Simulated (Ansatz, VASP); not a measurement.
## Al: VASP beside Ansatz

File INCAR:

```
PREC = Accurate ; ENCUT = 520
EDIFF = 1E-6 ; ISMEAR = -1
SIGMA = 0.05 ; LREAL = F
LASPH = T ; NELM = 100
ALGO = Fast ; ISIF = 2
LWAVE = F ; LCHARG = T
GGA = RP ; LELF = T
LVHAR = T ; NBANDS = 8
```

KPOINTS

```
regular mesh
0
Gamma
  12 12 12
```

File POSCAR:

```
Al
1.0
   -1.5912186900      1.5912186900      1.5912186900
    1.5912186900     -1.5912186900      1.5912186900
    1.5912186900      1.5912186900     -1.5912186900
Al
1
Direct
    0.0000000000      0.0000000000      0.0000000000
```

File input.yaml:

```yaml
crystal:
  lattice:
    - [-1.59121869, 1.59121869, 1.59121869]
    - [1.59121869, -1.59121869, 1.59121869]
    - [1.59121869, 1.59121869, -1.59121869]
  atoms:
    - { symbol: Al, position: [0.0, 0.0, 0.0] }
hamiltonian:
  xc: rpbe
  pseudopotentials: { kind: paw }
kpoints:
  mp_grid: { grid: [12, 12, 12] }
  band_path:
    path:
      - [[0.0, 0.0, 0.0], [0.5, -0.5, 0.5], [0.0, 0.0, 0.5], [0.0, 0.0, 0.0], [0.25, 0.25, 0.25], [0.5, -0.5, 0.5]]
      - [[0.25, 0.25, 0.25], [0.0, 0.0, 0.5]]
    npoints: 14
scf:
  occupations: { method: fermi_dirac, width: 0.05 }
  n_extra_bands: 6
output:
  forces: true
  stress: true
  eigenvalues: true
  fatbands: false
```

Alike in both runs: functional RPBE; k mesh 12 × 12 × 12; occupations fermi-dirac, width 0.05 eV; no spin polarisation.

```csv
,VASP,Ansatz
version,VASP 6.6.1,Ansatz 0.2.0
potentials or method,"VASP PAW PBE potentials, release 64 (Al)",Ansatz PAW
plane-wave cutoff (eV),520,420
valence electrons in the cell,3,3
task,single point,band structure
```

|  | VASP | Ansatz | Ansatz less VASP |
| --- | --- | --- | --- |
| gap on the k mesh at the Fermi level (eV) | none | none | - |
| pressure (GPa) | 5.1 | 5.3 | +0.20 |

VASP's potentials were made for PBE, not for RPBE. A gap of «none» marks a metal or a gap that the smearing closes. With one functional, cell and mesh, what is left measures potentials, basis and numerics.
